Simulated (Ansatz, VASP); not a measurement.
## BaTiO3 in VASP and in Ansatz

INCAR

```
PREC = Accurate ; ENCUT = 520
EDIFF = 1E-8 ; ISMEAR = -1
SIGMA = 0.08 ; LREAL = False
LASPH = True ; NELM = 100
ALGO = Normal ; ISIF = 2
LWAVE = False ; LCHARG = False
GGA = PS ; LEFG = True
NBANDS = 28
```

KPOINTS

```
regular mesh
0
Gamma
  7 7 7
```

POSCAR

```
BaTiO3
1.0
    4.0130884697      0.0000000000      0.0000000000
    0.0000000000      4.0130884697      0.0000000000
    0.0000000000      0.0000000000      4.0313489353
Ba Ti O
1 1 3
Direct
    0.0000000000      0.0000000000      0.0000000000
    0.5000000000      0.5000000000      0.4820000000
    0.5000000000      0.5000000000      0.0160000000
    0.5000000000      0.0000000000      0.5150000000
    0.0000000000      0.5000000000      0.5150000000
```

Input for Ansatz:

```yaml
crystal:
  lattice:
    - [4.0130884697, 0.0, 0.0]
    - [0.0, 4.0130884697, 0.0]
    - [0.0, 0.0, 4.0313489353]
  atoms:
    - { symbol: Ba, position: [0.0, 0.0, 0.0] }
    - { symbol: Ti, position: [0.5, 0.5, 0.482] }
    - { symbol: O, position: [0.5, 0.5, 0.016] }
    - { symbol: O, position: [0.5, 0.0, 0.515] }
    - { symbol: O, position: [0.0, 0.5, 0.515] }
kpoints:
  mp_grid: { grid: [7, 7, 7] }
scf:
  occupations: { method: fermi_dirac, width: 0.08 }
hamiltonian:
  xc: pbesol
  pseudopotentials: { kind: all_electron, datasets: crystal }
output:
  forces: true
  stress: true
  eigenvalues: true
  efg: { contact_densities: true }
```

Change from the starting cell: volume scaled by 1.01, crystal datasets.

Alike in both runs: task electric field gradients; functional PBEsol; k mesh 7 × 7 × 7; occupations fermi-dirac, width 0.08 eV; no spin polarisation.

|  | VASP | Ansatz |
| --- | --- | --- |
| version | VASP 6.6.1 | Ansatz 0.2.0 |
| potentials or method | VASP PAW PBE potentials, release 64 (Ba_sv, Ti_sv, O), cutoff 520 eV | all-electron PAW with datasets made for the crystal, scalar-relativistic |

```tsv
	VASP	Ansatz	Ansatz less VASP
pressure (GPa)	-3.4	-5.2	-1.75
traceless stress, the component that is largest in VASP (GPa)	1.01	0.94	-0.072
rms of the force components (eV/Å)	0.130	0.140	+0.0103
size of Vzz on the site where it differs most (V/Å²)	2.3	1.8	-0.45
```

VASP's potentials were made for PBE, not for PBEsol. Atom by atom the forces differ by 0.018 eV/Å (rms over components). Ansatz ran all-electron here, and VASP with PAW potentials. Ansatz's warnings: printed levels off.

Neither program's run includes spin-orbit coupling.
